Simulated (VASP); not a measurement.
# NaF in VASP: notebook

Aim: see how the results for NaF move with the level of theory and the settings. Levels: PBE, r2SCAN. Tasks: single point.

Everything below comes from runs of VASP 6.6.1. Logs are shortened: lines on timing, memory, paths and dates and some standing lists are left out, and cuts for length are marked.

## Step 1: The cell of the first run

It takes space group Imm2 (No. 44, orthorhombic). Conventional cell: a = 3.526 Å, b = 3.633 Å, c = 5.063 Å, α = 90.00°, β = 90.00°, γ = 90.00°. Within 2.9 Å of Na (site symmetry mm2) lie 4 F at 2.19 Å. F (site symmetry mm2) has 4 Na at 2.19 Å within 2.9 Å.

## Step 2: Single point, PBE (shear xy strain +3.0%)

Input file INCAR:

```
  ALGO = Normal
  EDIFF = 1E-6
  ENCUT = 520
  GGA = PE
  ISIF = 2
  ISMEAR = -1
  LASPH = True
  LCHARG = False
  LREAL = False
  LWAVE = False
  NBANDS = 14
  NELM = 80
  PREC = Accurate
  SIGMA = 0.02
```

Input file KPOINTS:

```
k-points
0
Gamma
  8 8 8
```

Input file POSCAR:

```
NaF
1.0
    0.0379689203      2.5312613515      2.5312613515
    2.5312613515      0.0379689203      2.5312613515
    2.5692302718      2.5692302718      0.0000000000
Na F
1 1
Direct
    0.0034341474      0.0034341474     -0.0034341474
    0.2465658526      0.2465658526      0.2534341474
```

Potentials or basis: VASP PAW PBE potentials, release 64 (Na_pv, F).

Run with:

```console
$ cat potpaw_PBE.64/Na_pv/POTCAR potpaw_PBE.64/F/POTCAR > POTCAR
$ mpirun -np 1 vasp_std > vasp.out
```

OUTCAR:

```text
EDIFF = 1E-6
   ENCUT = 520
   GGA = PE
   ISIF = 2
   ISMEAR = -1
   LASPH = True
   LREAL = False
   NELM = 80
   PREC = Accurate

 ion  position               nearest neighbor table
   1  0.003  0.003  0.997-   2 2.19   2 2.19   2 2.19   2 2.19
   2  0.247  0.247  0.253-   1 2.19   1 2.19   1 2.19   1 2.19

  LATTYP: Found a body centered orthorhombic cell.
 ALAT       =     3.5260479712
 B/A-ratio  =     1.0304568528
 C/A-ratio  =     1.4357498095

  Lattice vectors:

 A1 = (   2.5312613515,   0.0379689203,  -2.5312613515)
 A2 = (  -2.5312613515,  -0.0379689203,  -2.5312613515)
 A3 = (   0.0379689203,   2.5312613515,   2.5312613515)

Analysis of symmetry for initial positions (statically):
=====================================================================
 Subroutine PRICEL returns:
 Original cell was already a primitive cell.

 Routine SETGRP: Setting up the symmetry group for a
 body centered orthorhombic supercell.

 Subroutine GETGRP returns: Found  4 space group operations
 (whereof  4 operations were pure point group operations)
 out of a pool of  8 trial point group operations.

The static configuration has the point symmetry C_2v.

Analysis of symmetry for dynamics (positions and initial velocities):
=====================================================================
 Subroutine PRICEL returns:
 Original cell was already a primitive cell.

 Routine SETGRP: Setting up the symmetry group for a
 body centered orthorhombic supercell.

 Subroutine GETGRP returns: Found  4 space group operations
 (whereof  4 operations were pure point group operations)
 out of a pool of  8 trial point group operations.

The dynamic configuration has the point symmetry C_2v.

 Subroutine INISYM returns: Found  4 space group operations
 (whereof  4 operations are pure point group operations),
 and found     1 'primitive' translations

----------------------------------------------------------------------------------------

                                     Primitive cell

  volume of cell :      32.4297

  direct lattice vectors                    reciprocal lattice vectors
     0.037968920  2.531261351  2.531261351    -0.200538049  0.200538049  0.197529978
     2.531261351  0.037968920  2.531261351     0.200538049 -0.200538049  0.197529978
     2.569230272  2.569230272  0.000000000     0.194610816  0.194610816 -0.197529978

  length of vectors
     3.579945488  3.579945488  3.633440295     0.345614107  0.345614107  0.338769585

  position of ions in fractional coordinates (direct lattice)
     0.003434147  0.003434147  0.996565853
     0.246565853  0.246565853  0.253434147

  ion indices of the primitive-cell ions
   primitive index   ion index
                 1           1
                 2           2

----------------------------------------------------------------------------------------

 KPOINTS: k-points

Automatic generation of k-mesh.
 Grid dimensions read from file:
 generate k-points for:    8    8    8

 Generating k-lattice:

  Cartesian coordinates                     Fractional coordinates (reciprocal lattice)
    -0.025067256  0.025067256  0.024691247     0.125000000  0.000000000  0.000000000
     0.025067256 -0.025067256  0.024691247     0.000000000  0.125000000  0.000000000
     0.024326352  0.024326352 -0.024691247     0.000000000  0.000000000  0.125000000

  Length of vectors
     0.043201763  0.043201763  0.042346198

  Shift w.r.t. Gamma in fractional coordinates (k-lattice)
     0.000000000  0.000000000  0.000000000

 Subroutine IBZKPT returns following result:
 ===========================================

 Found     95 irreducible k-points:

 Following reciprocal coordinates:
            Coordinates               Weight
  0.000000  0.000000  0.000000      1.000000
  0.125000 -0.000000  0.000000      4.000000
  0.250000 -0.000000  0.000000      4.000000
  0.375000 -0.000000  0.000000      4.000000
  0.500000 -0.000000  0.000000      2.000000
  0.125000  0.125000  0.000000      2.000000
[... 16 lines left out ...]
  0.125000  0.000000  0.125000      4.000000
  0.250000 -0.000000  0.125000      8.000000
 [... further k-points ...]
   k-points           NKPTS =     95   k-points in BZ     NKDIM =     95   number of bands    NBANDS=     14
   number of dos      NEDOS =    301   number of ions     NIONS =      2
   total plane-waves  NPLWV =  21952
   dimension x,y,z NGX =    28 NGY =   28 NGZ =   28
   dimension x,y,z NGXF=    56 NGYF=   56 NGZF=   56
   ions per type =               1   1
   NGX,Y,Z   is equivalent  to a cutoff of  13.00, 13.00, 12.81 a.u.
   NGXF,Y,Z  is equivalent  to a cutoff of  26.01, 26.01, 25.62 a.u.
 SYSTEM =  unknown system
   PREC   = accura    normal or accurate (medium, high low for compatibility)
   ISTART =      0    job   : 0-new  1-cont  2-samecut
   ICHARG =      2    charge: 1-file 2-atom 10-const
   ISPIN  =      1    spin polarized calculation?
   LNONCOLLINEAR =      F non collinear calculations
   LSORBIT =      F    spin-orbit coupling
   LASPH  =      T    aspherical Exc in radial PAW
   ENCUT  =  520.0 eV  38.22 Ry    6.18 a.u.   6.66  6.66  6.76*2*pi/ulx,y,z
   NELM   =     80;   NELMIN=  2; NELMDL= -5     # of ELM steps
   EDIFF  = 0.1E-05   stopping-criterion for ELM
   LREAL  =      F    real-space projection
   EDIFFG = 0.1E-04   stopping-criterion for IOM
   NSW    =      0    number of steps for IOM
   IBRION =     -1    ionic relax: 0-MD 1-quasi-New 2-CG
   NFREE  =      0    steps in history (QN), initial steepest desc. (CG)
   ISIF   =      2    stress and relaxation
   ISYM   =      2    0-nonsym 1-usesym 2-fastsym
   POTIM  = 0.5000    time-step for ionic-motion
   TEBEG  =    0.0;   TEEND  =   0.0 temperature during run
   PSTRESS=    0.0 pullay stress
   NELECT =      14.0000    total number of electrons
   NUPDOWN=      -1.0000    fix difference up-down
   EMIN   =  10.00;   EMAX   =-10.00  energy-range for DOS
   EFERMI =   0.00;   METHOD = LEGACY
   ISMEAR =    -1;   SIGMA  =   0.02  broadening in eV -4-tet -1-fermi 0-gaus
   EFERMI_NEDOS =   21; number of points for ismear=-14 and -15
   IALGO  =     38    algorithm
   IMIX   =      4    mixing-type and parameters
     AMIX     =   0.40;   BMIX     =  1.00
     AMIX_MAG =   1.60;   BMIX_MAG =  1.00
  volume/ion in A,a.u.               =      16.21       109.42
  Fermi-wavevector in a.u.,A,eV,Ry     =   1.237285  2.338130 20.828809  1.530874
  Thomas-Fermi vector in A             =   2.371859
   LORBIT       =      0    0 simple, 1 ext, 2 COOP (PROOUT), +10 PAW based schemes
   GGA     = PE    functional components
   LHFCALC =     F    Hartree Fock is set to
   AEXX    =    0.0000 exact exchange contribution
   IVDW    =     0    specifies the selected vdW correction
   LEPSILON=     F    determine dielectric tensor
   LRPA    =     F    only Hartree local field effects (RPA)
 non-spin polarized calculation
  energy-cutoff  :      520.00
  volume of cell :       32.43
 maximum number of plane-waves:       892
   NGX = 13   NGY = 13   NGZ = 13

 number of electron      13.9999996 magnetization

 Free energy of the ion-electron system (eV)
  ---------------------------------------------------
  ext. energy  EPLUGINS =         0.00000000
  ---------------------------------------------------
  free energy    TOTEN  =        -8.38250241 eV

  energy without entropy =       -8.38250241  energy(sigma->0) =       -8.38250241

 E-fermi :  -2.8981     XC(G=0):  -7.7354

 val. band max:       -3.3584051941   @ k =   0.0000   0.0000   0.0000
 cond. band min:       2.2197952933   @ k =   0.0000   0.0000   0.0000
 fundamental gap:      5.5782004874
 Fermi energy:        -2.8980633935

 k-point     1 :       0.0000    0.0000    0.0000
  band No.  band energies     occupation
      1     -22.2477      2.00000
      2     -22.2449      2.00000
      3     -22.2400      2.00000
      4     -22.1295      2.00000
      5      -3.4186      2.00000
      6      -3.3903      2.00000
      7      -3.3584      2.00000
      8       2.2198      0.00000
      9      15.5919      0.00000
     10      15.9248      0.00000
     11      16.2575      0.00000
     12      17.2725      0.00000
     13      17.4704      0.00000
     14      17.7732      0.00000

 k-point     2 :       0.1250   -0.0000    0.0000
  band No.  band energies     occupation
      1     -22.4470      2.00000
      2     -22.2452      2.00000
      3     -22.2418      2.00000
      4     -21.9232      2.00000
      5      -3.5348      2.00000
      6      -3.4235      2.00000
      7      -3.3865      2.00000
      8       2.6508      0.00000
      9      14.2462      0.00000
     10      15.2286      0.00000
     11      15.6079      0.00000
     12      17.0049      0.00000
     13      17.1852      0.00000
     14      17.5407      0.00000

 k-point     3 :       0.2500   -0.0000    0.0000
  band No.  band energies     occupation
      1     -22.6476      2.00000
      2     -22.2498      2.00000
      3     -22.2460      2.00000
      4     -21.7021      2.00000
      5      -3.8652      2.00000
      6      -3.4355      2.00000
      7      -3.4059      2.00000
      8       3.7564      0.00000
      9      11.6223      0.00000
     10      14.3938      0.00000
     11      14.7200      0.00000
     12      17.0198      0.00000
     13      17.3213      0.00000
     14      17.6457      0.00000
[... 324 lines left out ...]
 k-point    23 :       0.1250    0.0000    0.1250
  band No.  band energies     occupation
      1     -22.4846      2.00000
      2     -22.2471      2.00000
      3     -22.2466      2.00000
      4     -21.8769      2.00000
      5      -3.5689      2.00000
      6      -3.4143      2.00000
      7      -3.4096      2.00000
      8       2.7762      0.00000
      9      14.2732      0.00000
     10      14.9742      0.00000
     11      15.0816      0.00000
     12      15.6410      0.00000
     13      18.7836      0.00000
     14      18.9089      0.00000

 k-point    24 :       0.2500   -0.0000    0.1250
  band No.  band energies     occupation
      1     -22.6368      2.00000
      2     -22.2522      2.00000
      3     -22.2498      2.00000
      4     -21.7067      2.00000
      5      -3.7988      2.00000
      6      -3.4503      2.00000
      7      -3.4336      2.00000
      8       3.6367      0.00000
      9      12.3195      0.00000
     10      13.8603      0.00000
     11      14.5277      0.00000
     12      15.8510      0.00000
     13      18.5084      0.00000
     14      18.7293      0.00000

 [... further k-points ...]

------------------------ aborting loop because EDIFF is reached ----------------------------------------

  FORCE on cell =-STRESS in cart. coord.  units (eV):
  Direction    XX          YY          ZZ          XY          YZ          ZX
  --------------------------------------------------------------------------------------
  -------------------------------------------------------------------------------------
  Total        0.3921602      0.3921602      0.3875622     -0.0827095      0.0000000      0.0000000
  in kB       19.3745140     19.3745140     19.1473541     -4.0862296      0.0000000      0.0000000
  external PRESSURE =      19.2987941 kB  Pullay stress =       0.0000000 kB

 VOLUME and BASIS-vectors are now :
 -----------------------------------------------------------------------------
  energy-cutoff  :      520.00
  volume of cell :       32.43
      direct lattice vectors                 reciprocal lattice vectors
     0.037968920  2.531261351  2.531261351    -0.200538049  0.200538049  0.197529978
     2.531261351  0.037968920  2.531261351     0.200538049 -0.200538049  0.197529978
     2.569230272  2.569230272  0.000000000     0.194610816  0.194610816 -0.197529978

 POSITION                                       TOTAL-FORCE (eV/Angst)
 -----------------------------------------------------------------------------------
      2.56923      2.56923      0.01739         0.000000      0.000000      0.004315
      1.28462      1.28462      1.24825         0.000000      0.000000     -0.004315
 -----------------------------------------------------------------------------------
    total drift:                               -0.000002     -0.000002     -0.000354

  FREE ENERGIE OF THE ION-ELECTRON SYSTEM (eV)
  ---------------------------------------------------
  free  energy   TOTEN  =        -8.3825024134 eV

  energy  without entropy=       -8.3825024134  energy(sigma->0) =       -8.38250241
```

Run time: 38 s. Hardware: 1 thread of Intel Xeon Platinum 8488C (Sapphire Rapids), shared host; peak memory 0.17 GiB.

Results:

```yaml
Free_energy: -8.3825 eV
Pressure: 1.9 GPa
Largest_force: 0.004 eV/Å
Band_gap_on_the_k_mesh: 5.58 eV, direct
```

Forces on the atoms (eV/Å):
```
Na   0.000  0.000  0.004
F    0.000  0.000 -0.004
```

Stress tensor (GPa, compression positive):
```
 1.94 -0.41  0.00
-0.41  1.94  0.00
 0.00  0.00  1.91
```

Caveat: the cell differs from its parent crystal (shear xy strain +3.0%).

(Part 1 of 2 ends here.)
